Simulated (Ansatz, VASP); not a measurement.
## TaN: VASP beside Ansatz

Contents of INCAR:

```
SYSTEM = TaN
PREC     = Accurate       ! precision mode
ENCUT    = 520            ! plane-wave cutoff, eV
EDIFF    = 1E-6           ! SCF threshold, eV
ISMEAR   = 0              ! smearing method
SIGMA    = 0.15           ! smearing width, eV
LREAL    = .FALSE.        ! projectors in reciprocal space
LASPH    = .TRUE.         ! aspherical terms in the spheres
NELM     = 60             ! most SCF steps
ALGO     = Normal         ! electronic algorithm
ISIF     = 2              ! what is computed and relaxed
LWAVE    = .FALSE.        ! write WAVECAR
LCHARG   = .TRUE.         ! write CHGCAR
GGA      = PS             ! functional
LELF     = .TRUE.         ! ELF
LVHAR    = .TRUE.       
NBANDS   = 15             ! bands
```

The input KPOINTS:

```
Automatic mesh
0
G
  24 24 24
  0 0 0
```

The input POSCAR:

```
TaN
1.0
    0.0000000000      2.1222093625      2.2206623742
    2.1222093625      0.0000000000      2.2206623742
    2.1222093625      2.1222093625      0.0000000000
Ta N
1 1
Direct
    0.5000000000      0.5000000000      0.5000000000
    0.0000000000      0.0000000000      0.0000000000
```

Input for Ansatz:

```yaml
crystal:
  lattice:
    - [0.0, 2.1222093625, 2.2206623742]
    - [2.1222093625, 0.0, 2.2206623742]
    - [2.1222093625, 2.1222093625, 0.0]
  atoms:
    - { symbol: Ta, position: [0.5, 0.5, 0.5] }
    - { symbol: "N", position: [0.0, 0.0, 0.0] }
basis:
  ecutwfc: 420
kpoints:
  mp_grid: { grid: [24, 24, 24] }
hamiltonian:
  xc: pbesol
scf:
  occupations: { method: gaussian, width: 0.15 }
output:
  forces: true
  stress: true
  eigenvalues: true
```

Change from the starting cell: strain -0.030 along x and y, +0.015 along z, atoms carried along.

Alike in both runs: task single point; functional PBEsol; k mesh 24 × 24 × 24; occupations gaussian, width 0.15 eV; no spin polarisation.

|  | VASP | Ansatz |
| --- | --- | --- |
| version | VASP 6.6.1 | Ansatz 0.2.0 |
| potentials or method | VASP PAW PBE potentials, release 64 (Ta_pv, N), cutoff 520 eV | scalar-relativistic, plane waves, PAW |
| valence electrons in the cell | 16 | 18 |

Ansatz gave:

| Quantity | Value |
| --- | --- |
| gap on the k mesh at the Fermi level (eV) | none |
| pressure (GPa) | 20.2 |
| traceless stress, the component that is largest in VASP (GPa) | -20.80 |

Problem. Which values does VASP return?

Solution. gap on the k mesh at the Fermi level (eV): none; pressure (GPa): 21.5; traceless stress, the component that is largest in VASP (GPa): -20.98.

VASP's potentials were made for PBE, not for PBEsol. A gap of «none» marks a metal or a gap that the smearing closes. VASP's potentials hold 16 valence electrons a cell and Ansatz's 18, so a difference there can come from the potentials and not from the codes.

Neither program's run includes spin-orbit coupling.
